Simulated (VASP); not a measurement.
A run of VASP 6.6.1 is set up as follows.

Contents of INCAR:

```
ALGO     = Normal         # electronic algorithm
EDIFF    = 1E-7           # SCF threshold, eV
ENCUT    = 520            # plane-wave cutoff, eV
GGA      = PE             # functional
ISIF     = 2              # what is computed and relaxed
ISMEAR   = 0              # smearing method
LASPH    = T              # aspherical terms in the spheres
LCHARG   = F              # write CHGCAR
LREAL    = F              # projectors in reciprocal space
LWAVE    = F              # write WAVECAR
NBANDS   = 22             # bands
NELM     = 60             # most SCF steps
PREC     = Accurate       # precision mode
SIGMA    = 0.02           # smearing width, eV
```

Contents of KPOINTS:

```
k-points
0
Gamma
  10 10 10
```

POSCAR

```
GeCN2
1.0
    1.7937903697      1.0356453528      4.9219572124
   -1.7937903697      1.0356453528      4.9219572124
    0.0000000000     -2.0712907056      4.9219572124
Ge N C
1 2 1
Direct
    0.0000000000      0.0000000000      0.0000000000
    0.5839044000      0.5839044000      0.5839044000
    0.4160956000      0.4160956000      0.4160956000
    0.5000000000      0.5000000000      0.5000000000
```

Potentials or basis: VASP PAW PBE potentials, release 64 (Ge_d, N, C).

Command:

```bash
$ cat potpaw_PBE.64/Ge_d/POTCAR potpaw_PBE.64/N/POTCAR potpaw_PBE.64/C/POTCAR > POTCAR
$ mpirun -np 1 vasp_std > vasp.out
```

(1) Predict the pressure.

(2) Estimate the band gap on the k mesh.

(3) What does it give for the largest force?

Answers

(1) 0.2 GPa.

(2) 1.04 eV, indirect (least direct gap 1.98 eV).

(3) 0.074 eV/Å.
